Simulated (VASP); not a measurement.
Write the native input for VASP 6.6.1 that does the following.

```yaml
Task: single point
Functional: PBE
Potentials_or_basis: VASP PAW PBE potentials, release 64 (Cd, Te)
Cutoff: 520 eV
k_mesh: 10 × 10 × 10
Occupations: gaussian, width 0.05 eV
Spin: non-collinear spin, zero start, spin-orbit coupling
Starting_moments: "[[0.0, 0.0, 0.0], [0.0, 0.0, 0.0]] μB"
Dipole_correction: no
Further_INCAR_settings: ALGO = Normal; EDIFF = 1e-06; NBANDS = 30
```

The structure of CdTe lies in POSCAR:

```
CdTe
1.0
    0.0000000000      3.2647462409      3.2647462409
    3.2647462409      0.0000000000      3.2647462409
    3.2647462409      3.2647462409      0.0000000000
Cd Te
1 1
Direct
    0.0000000000      0.0000000000      0.0000000000
    0.2500000000      0.2500000000      0.2500000000
```

The input as run:

INCAR

```
SYSTEM = CdTe
PREC = Accurate
ENCUT = 520
EDIFF = 1E-6
ISMEAR = 0
SIGMA = 0.05
LREAL = .False.
LASPH = .True.
NELM = 150
ALGO = Normal
ISIF = 2
LWAVE = .False.
LCHARG = .False.
MAGMOM = 0 0 0 0 0 0
LORBIT = 11
LSORBIT = .True.
GGA_COMPAT = .False.
LORBMOM = .True.
GGA = PE
NBANDS = 30
```

KPOINTS

```
regular mesh
0
Gamma
  10 10 10
  0 0 0
```

Potentials or basis: VASP PAW PBE potentials, release 64 (Cd, Te).

The run is started by

```sh
$ cat potpaw_PBE.64/Cd/POTCAR potpaw_PBE.64/Te/POTCAR > POTCAR
$ mpirun -np 1 vasp_ncl > vasp.out
```

It gave:

- Pressure: 1.7 GPa
- Net moment: 0.00 μB per cell
- Valence electrons inside the program's atomic spheres: Cd 10.31; Te 3.42

It took 2.5 min on 1 thread of Intel(R) Xeon(R) 6975P-C (Granite Rapids), on a shared host, peak memory 0.51 GiB.
